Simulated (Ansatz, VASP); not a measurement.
# One calculation of Ag3GeI, two programs

```
CELL_PARAMETERS angstrom
4.78213 0.00000 0.00000
0.00000 4.78213 0.00000
0.00000 0.00000 4.78213
ATOMIC_POSITIONS crystal
Ag 0.53000 0.88950 0.01750
Ag 0.01750 0.53000 0.88950
Ag 0.88950 0.01750 0.53000
Ge 0.03190 0.03190 0.03190
I 0.50000 0.50000 0.50000
```

Alike in both runs: task single point; functional revPBE; k mesh 4 × 4 × 4; occupations gaussian, width 0.0553 eV; no spin polarisation.

|  | VASP | Ansatz |
| --- | --- | --- |
| version | VASP 6.6.1 | Ansatz 0.2.0 |
| potentials or method | VASP PAW PBE potentials, release 64 (Ag, Ge_d, I), cutoff 520 eV | PAW plane waves |
| valence electrons in the cell | 54 | 88 |

```csv
,VASP,Ansatz,Ansatz less VASP
gap on the k mesh at the Fermi level (eV),none,none,-
pressure (GPa),11.2,11.2,+0.01
"traceless stress, the component that is largest in VASP (GPa)",0.14,0.13,-0.006
rms of the force components (eV/Å),0.402,0.399,-0.0037
```

VASP's potentials were made for PBE, not for revPBE. Atom by atom the forces differ by 0.004 eV/Å (rms over components). A gap of «none» marks a metal or a gap that the smearing closes. VASP's potentials hold 54 valence electrons a cell and Ansatz's 88, so a difference there can come from the potentials and not from the codes.

Neither program's run includes spin-orbit coupling.
